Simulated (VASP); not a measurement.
A run of VASP 6.6.1:

The input INCAR:

```
SYSTEM = Cu
PREC = Accurate
ENCUT = 520
EDIFF = 1E-6
ISMEAR = -1
SIGMA = 0.05
LREAL = .False.
LASPH = .True.
NELM = 80
ALGO = Normal
ISIF = 2
LWAVE = .False.
LCHARG = .True.
GGA = PS
LELF = .True.
LVHAR = .True.
NBANDS = 12
```

Contents of KPOINTS:

```
regular mesh
0
Gamma
  21 21 21
  0 0 0
```

The input POSCAR:

```
Cu
1.0
    1.3914842615      1.3914842615      1.3914842615
   -1.3914842615      1.3914842615      1.3914842615
   -1.3914842615     -1.3914842615      1.3914842615
Cu
1
Direct
    0.0000000000      0.0000000000      0.0000000000
```

Potentials or basis: VASP PAW PBE potentials, release 64 (Cu).

Command:

```console
$ cat potpaw_PBE.64/Cu/POTCAR > POTCAR
$ mpirun -np 1 vasp_std > vasp.out
```

Hardware: 1 thread of Intel Xeon 8259CL, with other jobs on the host.

Q: Estimate the wall time of this run.

A: Wall time 44 s on 1 thread of Intel Xeon 8259CL, on a shared host, peak memory 0.15 GiB. Counts: scf iterations 11, k points 286.
